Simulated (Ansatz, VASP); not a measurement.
One calculation of Sb, two programs

```xyz
2
Lattice="2.1506 1.2416 3.7440 -2.1506 1.2416 3.7440 0.0000 -2.4833 3.7440" Properties=species:S:1:pos:R:3 pbc="T T T"
Sb    0.0000    0.0000    2.6242
Sb    0.0000    0.0000    8.6078
```

Alike in both runs: task electric field gradients; functional LDA; k mesh 9 × 9 × 9; occupations fermi-dirac, width 0.05 eV; no spin polarisation.

```csv
,VASP,Ansatz
version,VASP 6.6.1,Ansatz 0.2.0
potentials or method,"VASP PAW LDA potentials, release 64 (Sb_d_GW)","PAW with Ansatz's default frozen-core files, scalar-relativistic"
plane-wave cutoff (eV),400,420
valence electrons in the cell,30,30
```

|  | VASP | Ansatz | Ansatz less VASP |
| --- | --- | --- | --- |
| pressure (GPa) | -1.1 | -0.8 | +0.24 |
| traceless stress, the component that is largest in VASP (GPa) | -0.28 | -0.26 | +0.019 |
| rms of the force components (eV/Å) | 0.037 | 0.030 | -0.0070 |
| size of Vzz on the site where it differs most (V/Å²) | 46.8 | 47.4 | +0.63 |

LDA's correlation is that of Perdew and Zunger in VASP and of Perdew and Wang (1992) in Ansatz. Atom by atom the forces differ by 0.007 eV/Å (rms over components).

Spin-orbit coupling is off throughout.
